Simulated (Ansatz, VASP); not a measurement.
**Two plane-wave programs on WSe2**

```
W Se
1.0
     3.27903    0.00000    0.00000
    -1.63951    2.83972    0.00000
     0.00000    0.00000   12.78861
W Se
2 4
Direct
  0.33333 0.66667 0.25000
  0.66667 0.33333 0.75000
  0.31229 0.65614 0.62245
  0.66667 0.33333 0.11829
  0.33333 0.66667 0.88171
  0.66667 0.33333 0.38171
```

Alike in both runs: task single point; functional PBE; dispersion D3(BJ); k mesh 12 × 12 × 2; occupations gaussian, width 0.05 eV; no spin polarisation.

```csv
,VASP,Ansatz
version,VASP 6.6.1,Ansatz 0.2.0
potentials or method,"VASP PAW PBE potentials, release 64 (W_sv, Se), cutoff 520 eV","scalar-relativistic, plane waves, PAW"
valence electrons in the cell,52,92
```

Ansatz gave:

| Property | Result |
| --- | --- |
| gap on the k mesh at the Fermi level (eV) | 0.89 |
| least direct gap on the mesh (eV) | 1.48 |
| pressure (GPa) | 1.3 |
| traceless stress, the component that is largest in VASP (GPa) | -1.11 |
| rms of the force components (eV/Å) | 0.370 |

**Question.** Which values does VASP return?

**Answer.** gap on the k mesh at the Fermi level (eV): 0.88; least direct gap on the mesh (eV): 1.48; pressure (GPa): 1.6; traceless stress, the component that is largest in VASP (GPa): -1.12; rms of the force components (eV/Å): 0.381.

Atom by atom the forces differ by 0.024 eV/Å (rms over components). VASP's potentials hold 52 valence electrons a cell and Ansatz's 92, so a difference there can come from the potentials and not from the codes.

Spin-orbit coupling is off throughout.
